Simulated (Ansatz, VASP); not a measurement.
# Ni: VASP beside Ansatz

File INCAR:

```
PREC = Accurate
ENCUT = 520
EDIFF = 1E-6
ISMEAR = 0
SIGMA = 0.05
LREAL = F
LASPH = T
NELM = 150
ALGO = Normal
ISIF = 2
LWAVE = F
LCHARG = F
ISPIN = 2
MAGMOM = 0.8
LORBIT = 11
LMAXMIX = 4
NBANDS = 15
```

KPOINTS

```
regular mesh
0
Gamma
  22 22 22
```

The input POSCAR:

```
Ni
1.0
    0.0000000000      1.7619350000      1.7619350000
    1.7619350000      0.0000000000      1.7619350000
    1.7619350000      1.7619350000      0.0000000000
Ni
1
Direct
    0.0000000000      0.0000000000      0.0000000000
```

Input for Ansatz:

```yaml
crystal:
  lattice:
    - [0.0, 1.761935, 1.761935]
    - [1.761935, 0.0, 1.761935]
    - [1.761935, 1.761935, 0.0]
  atoms:
    - { symbol: Ni, position: [0.0, 0.0, 0.0], spin: 0.8 }
basis:
  ecutwfc: 420
  ecutrho_ratio: 4
kpoints:
  mp_grid: { grid: [22, 22, 22] }
hamiltonian:
  xc: lda
scf:
  occupations: { method: gaussian, width: 0.05 }
output:
  forces: true
  stress: true
  eigenvalues: true
  populations: true
magnetization:
  spin_polarized: true
```

Alike in both runs: task single point; functional LDA; k mesh 22 × 22 × 22; occupations gaussian, width 0.05 eV; collinear spin.

```csv
,VASP,Ansatz
version,VASP 6.6.1,Ansatz 0.2.0
potentials or method,"VASP PAW LDA potentials, release 64 (Ni), cutoff 520 eV","scalar-relativistic, plane waves, PAW"
valence electrons in the cell,10,18
```

```csv
,VASP,Ansatz,Ansatz less VASP
gap on the k mesh at the Fermi level (eV),none,none,-
pressure (GPa),-17.8,-17.8,-0.09
net moment per atom (μB),0.63,0.64,+0.014
size of the moment on the site where the two differ most (μB),0.64,0.67,+0.038
```

LDA's correlation is that of Perdew and Zunger in VASP and of Perdew and Wang (1992) in Ansatz. Site moments also hang on the region over which each program counts them. A gap of «none» marks a metal or a gap that the smearing closes. VASP's potentials hold 10 valence electrons a cell and Ansatz's 18, so a difference there can come from the potentials and not from the codes.
